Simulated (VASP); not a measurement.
# Mg (P6_3/mmc) in VASP: a series of runs, part 2 of 2

VASP 6.6.1.

## 3. Relaxation of cell and atoms, PBEsol, target pressure 100 GPa, at which the enthalpy is minimised

This run uses another cell than the first one, of 11.14 Å³/atom.

Contents of INCAR:

```
SYSTEM = Mg
PREC = Accurate
ENCUT = 600
EDIFF = 1E-6
ISMEAR = -1
SIGMA = 0.1
LREAL = .FALSE.
LASPH = .TRUE.
NELM = 60
ALGO = Normal
ISIF = 3
LWAVE = .FALSE.
LCHARG = .FALSE.
GGA = PS
IBRION = 2
NSW = 60
EDIFFG = -0.005
PSTRESS = 1000.0
```

Contents of KPOINTS:

```
Automatic mesh
0
G
  18 18 10
  0 0 0
```

Contents of POSCAR:

```
Mg
1.0
    2.5136312960      0.0000000000      0.0000000000
   -1.2568156480      2.1768685581      0.0000000000
    0.0000000000      0.0000000000      4.0720826995
Mg
2
Direct
    0.3333333333      0.6666666667      0.2500000000
    0.6666666667      0.3333333333      0.7500000000
```

Potentials or basis: VASP PAW PBE potentials, release 64 (Mg).

Launch:

```sh
cat potpaw_PBE.64/Mg/POTCAR > POTCAR
mpirun -np 1 vasp_std > vasp.out
```

OUTCAR:

```text
SYSTEM = Mg
   PREC = Accurate
   ENCUT = 600
   EDIFF = 1E-6
   ISMEAR = -1
   LREAL = .FALSE.
   LASPH = .TRUE.
   NELM = 60
   ISIF = 3
   GGA = PS
   IBRION = 2
   NSW = 60
   EDIFFG = -0.005
   PSTRESS = 1000.0

 ion  position               nearest neighbor table
   1  0.333  0.667  0.250-   2 2.50   2 2.50   2 2.50   2 2.50   2 2.50   2 2.50   2 3.55   2 3.55
                             2 3.55   2 3.55   2 3.55   2 3.55
   2  0.667  0.333  0.750-   1 2.50   1 2.50   1 2.50   1 2.50   1 2.50   1 2.50   1 3.55   1 3.55
                             1 3.55   1 3.55   1 3.55   1 3.55

  LATTYP: Found a hexagonal cell.
 ALAT       =     2.5136312960
 C/A-ratio  =     1.6200000000

  Lattice vectors:

 A1 = (   2.5136312960,   0.0000000000,   0.0000000000)
 A2 = (  -1.2568156480,   2.1768685581,   0.0000000000)
 A3 = (   0.0000000000,   0.0000000000,   4.0720826995)

[... 260 lines left out ...]

  energy without entropy =        0.52064635  energy(sigma->0) =        0.51244000

 E-fermi :   7.6290     XC(G=0): -11.1084

 val. band max:        7.5877051592   @ k =   0.3333  -0.0000   0.0000
 cond. band min:       7.6533533187   @ k =   0.2222   0.2222   0.1000
 fundamental gap:      0.0656481594
 Fermi energy:         7.6290321400

 k-point     1 :       0.0000    0.0000    0.0000
  band No.  band energies     occupation
      1      -2.8990      2.00000
      2       4.8332      2.00000
      3       6.3867      1.99999
      4      23.1625      0.00000
      5      23.1625      0.00000
      6      24.2246      0.00000
[... 199 lines left out ...]
 k-point    24 :       0.3889    0.1111    0.0000
  band No.  band energies     occupation
      1       3.2636      2.00000
      2       6.3196      2.00000
      3       9.9893      0.00000
      4      11.5146      0.00000
      5      13.1040      0.00000
      6      14.0329      0.00000

 [... further k-points ...]

------------------------ aborting loop because EDIFF is reached ----------------------------------------

  FORCE on cell =-STRESS in cart. coord.  units (eV):
  Direction    XX          YY          ZZ          XY          YZ          ZX
  --------------------------------------------------------------------------------------
  -------------------------------------------------------------------------------------
  Total       14.0896833     14.0896833     14.0926388     -0.0000000      0.0000000      0.0000000
  in kB      999.4469814    999.4469815    999.6566235     -0.0000000      0.0000000      0.0000000
  external PRESSURE =      -0.4831379 kB  Pullay stress =    1000.0000000 kB
[... 21 lines left out ...]
  energy  without entropy=        0.5206463521  energy(sigma->0) =        0.51244000

  enthalpy is  TOTEN    =        14.6017131510 eV   P V=       14.0974795027

 reached required accuracy - stopping structural energy minimisation
```

OSZICAR:

```text
N       E                     dE             d eps       ncg     rms          rms(c)
DAV:   1     0.519255396299E+01    0.51926E+01   -0.16795E+03  2664   0.579E+02
DAV:   2     0.582084507374E+00   -0.46105E+01   -0.44600E+01  3750   0.436E+01
DAV:   3     0.556107013203E+00   -0.25977E-01   -0.25787E-01  3630   0.423E+00
DAV:   4     0.556026163577E+00   -0.80850E-04   -0.80847E-04  3444   0.180E-01
[... 13 lines left out ...]
       N       E                     dE             d eps       ncg     rms          rms(c)
DAV:   1     0.503742982971E+00    0.44146E+00   -0.30325E-02  2838   0.154E+00    0.629E-02
DAV:   2     0.504066891321E+00    0.32391E-03   -0.13864E-04  3258   0.118E-01    0.376E-02
DAV:   3     0.504234532983E+00    0.16764E-03   -0.51968E-05  3132   0.695E-02    0.350E-03
DAV:   4     0.504233648318E+00   -0.88467E-06   -0.49130E-07  2370   0.597E-03
   3 F= 0.14601713E+02 E0= 0.14609920E+02  d E =-.430770E-02
```

Run time: 40 s. Hardware: 1 thread of Intel Xeon Platinum 8488C (Sapphire Rapids), shared host; peak memory 0.18 GiB.

Results:

* Free energy: 0.5042 eV
* Relaxed volume: 11.29 Å³/atom
* Relaxed cell: a = 2.525 Å, b = 2.525 Å, c = 4.091 Å, α = 90.00°, β = 90.00°, γ = 120.00°
* Space group after relaxing (to 0.1 Å): P6_3/mmc (No. 194)
* Energy change on relaxing (the run minimises the enthalpy): -97.3 meV/atom
* Ionic steps: 3
* Pressure after relaxing: 100.0 GPa
* Band gap on the k mesh: zero (bands 2 and 3 overlap by 2.22 eV)

The path:
| step | energy change (eV) | largest force (eV/Å) | pressure (GPa) | volume (Å³) |
| --- | --- | --- | --- | --- |
| 1 | 0.0000 | 0.0000 | 104.63 | 22.28 |
| 2 | -0.6365 | 0.0000 | 89.44 | 23.34 |
| 3 | -0.1946 | 0.0000 | 99.95 | 22.59 |

Final structure:
```
Mg
1.0
     2.52494    0.00000    0.00000
    -1.26247    2.18667    0.00000
     0.00000    0.00000    4.09089
Mg
2
Cartesian
  0.0000 1.4578 1.0227
  1.2625 0.7289 3.0682
```

Levels at points of the mesh, in eV from the Fermi level:
```
           k point  band 1  band 2  band 3  band 4  band 5
(0.00, 0.00, 0.00)  -10.53   -2.80   -1.24   15.53   15.53
(0.50, 0.00, 0.00)   -3.48   -2.78    3.03    4.14    5.04
(0.00, 0.00, 0.50)   -8.30   -8.30    7.48    7.48   16.37
(0.50, 0.00, 0.50)   -1.83   -1.83   -0.34   -0.34   10.51
```

Caveat: the cell is relaxed towards a set pressure, so the run minimises the enthalpy, not the energy; the PAW data sets were made with another functional, which shifts forces and pressure a little.

## 4. Relaxation of cell and atoms, PBEsol, target pressure 100 GPa, at which the enthalpy is minimised

Contents of INCAR:

```
SYSTEM = Mg
PREC = Accurate
ENCUT = 600
EDIFF = 1E-6
ISMEAR = -1
SIGMA = 0.1
LREAL = .False.
LASPH = .True.
NELM = 100
ALGO = Normal
ISIF = 3
LWAVE = .False.
LCHARG = .False.
GGA = PS
IBRION = 2
NSW = 32
EDIFFG = -0.005
PSTRESS = 1000.0
```

Contents of KPOINTS:

```
Automatic mesh
0
Gamma
  18 18 10
  0 0 0
```

Contents of POSCAR:

```
Mg
1.0
    2.5179746223      0.0000000000      0.0000000000
   -1.2589873111      2.1806299890      0.0000000000
    0.0000000000      0.0000000000      4.0794199444
Mg
2
Direct
    0.3333333333      0.6666666667      0.2500000000
    0.6666666667      0.3333333333      0.7500000000
```

Launch:

```sh
cat potpaw_PBE.64/Mg/POTCAR > POTCAR
mpirun -np 1 vasp_std > vasp.out
```

Run time: 30 s. Hardware: 1 thread of Intel Xeon Platinum 8488C (Sapphire Rapids), shared host; peak memory 0.17 GiB.

Results (log left out):

```yaml
Free_energy: 0.5057 eV
Relaxed_volume: 11.29 Å³/atom
Relaxed_cell: a = 2.525 Å, b = 2.525 Å, c = 4.091 Å, α = 90.00°, β = 90.00°, γ = 120.00°
Space_group_after_relaxing_to_0.1_Å: P6_3/mmc (No. 194)
Energy_change_on_relaxing_the_run_minimises_the_enthalpy: -58.6 meV/atom
Ionic_steps: 3
Pressure_after_relaxing: 100.0 GPa
Band_gap_on_the_k_mesh: zero (bands 2 and 3 overlap by 2.22 eV)
```

Step by step:
```tsv
step	energy change (eV)	largest force (eV/Å)	pressure (GPa)	volume (Å³)
1	0.0000	0.0000	102.80	22.40
2	-0.3919	0.0000	93.44	23.04
3	-0.1172	0.0000	99.99	22.58
```

Final structure:
```xyz
2
Lattice="2.5248 0.0000 0.0000 -1.2624 2.1866 0.0000 0.0000 0.0000 4.0908" Properties=species:S:1:pos:R:3 pbc="T T T"
Mg    0.0000    1.4577    1.0227
Mg    1.2624    0.7289    3.0681
```

Levels at points of the mesh, in eV from the Fermi level:
```tsv
k point	band 1	band 2	band 3	band 4	band 5	band 6
(0.00, 0.00, 0.00)	-10.53	-2.80	-1.24	15.53	15.53	16.60
(0.50, 0.00, 0.00)	-3.48	-2.78	3.03	4.14	5.04	6.00
(0.00, 0.00, 0.50)	-8.30	-8.30	7.48	7.48	16.37	16.37
(0.50, 0.00, 0.50)	-1.83	-1.83	-0.34	-0.34	10.51	10.51
```

Caveat: the cell is relaxed towards a set pressure, so the run minimises the enthalpy, not the energy; the PAW data sets were made with another functional, which shifts forces and pressure a little.

## 5. Overview

```csv
task,cell,cutoff (eV),gap on the mesh (eV),pressure (GPa)
single point,"a = 2.518, b = 2.518, c = 4.080 Å, angles 90.0, 90.0, 120.0°, 2 atoms",520,none,102.8
relaxation of cell and atoms,"relaxed to 100 GPa from a = 2.514, b = 2.514, c = 4.072 Å, angles 90.0, 90.0, 120.0°, 2 atoms",600,none,100.0
relaxation of cell and atoms,"relaxed to 100 GPa from a = 2.518, b = 2.518, c = 4.079 Å, angles 90.0, 90.0, 120.0°, 2 atoms",600,none,100.0
```

Alike in all rows: level PBEsol; potentials or basis VASP PAW PBE potentials, release 64 (Mg); no spin polarisation; k mesh 18 × 18 × 10; smearing fermi-dirac 0.1 eV.

Caveats: the PAW data sets were made with another functional, which shifts forces and pressure a little; the cell is relaxed towards a set pressure, so the run minimises the enthalpy, not the energy (at least some runs); the cell stands under pressure (at least some runs).

Absolute energies hang on the potentials; compare differences alone.

The gap in the log of VASP goes by the Fermi energy; the results here count the filled bands.